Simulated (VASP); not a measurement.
**Cu: single point with PBEsol**

Crystal: Cu.

```xyz
2
Lattice="2.4869 0.0000 0.0000 -1.2434 2.1537 0.0000 0.0000 0.0000 4.2279" Properties=species:S:1:pos:R:3 pbc="T T T"
Cu    0.0000    1.4358    1.0570
Cu    1.2434    0.7179    3.1710
```

This isn't the form of Cu at room conditions, which is fcc.

```json
{
 "Program": "VASP 6.6.1",
 "Task": "single point",
 "Functional": "PBEsol",
 "Potentials or basis": "VASP PAW PBE potentials, release 64 (Cu)",
 "Cutoff": "520 eV",
 "k mesh": "24 × 24 × 12",
 "Occupations": "gaussian, width 0.15 eV",
 "Spin": "no spin polarisation",
 "Dipole correction": "no",
 "Further INCAR settings": "ALGO = Fast; EDIFF = 1e-06; NBANDS = 18"
}
```

The pressure is 1.2 GPa. The band gap on the k mesh is zero (bands 11 and 12 overlap by 6.34 eV).

Stress tensor (GPa, compression positive):
```
 3.69  0.00  0.00
 0.00  3.69  0.00
 0.00  0.00 -3.72
```

Levels at points of the mesh, in eV from the Fermi level:
```tsv
k point	band 7	band 8	band 9	band 10	band 11	band 12	band 13	band 14	band 15	band 16
(0.00, 0.00, 0.00)	-2.90	-2.44	-2.44	-1.76	-1.76	-1.51	3.41	22.26	23.01	23.27
(0.50, 0.00, 0.00)	-2.90	-1.66	-1.59	-1.51	0.08	1.78	7.77	8.05	10.73	11.09
(0.00, 0.00, 0.50)	-3.10	-3.10	-1.99	-1.99	-1.99	-1.99	11.75	11.75	22.94	22.94
(0.50, 0.00, 0.50)	-1.95	-1.95	-1.54	-1.54	0.48	0.48	5.18	5.18	16.98	16.98
```

It took 74 s on 1 thread of Intel(R) Xeon(R) 6975P-C (Granite Rapids), on a shared host, peak memory 0.24 GiB.

Caveat: the PAW data sets were made with another functional, which shifts forces and pressure a little.
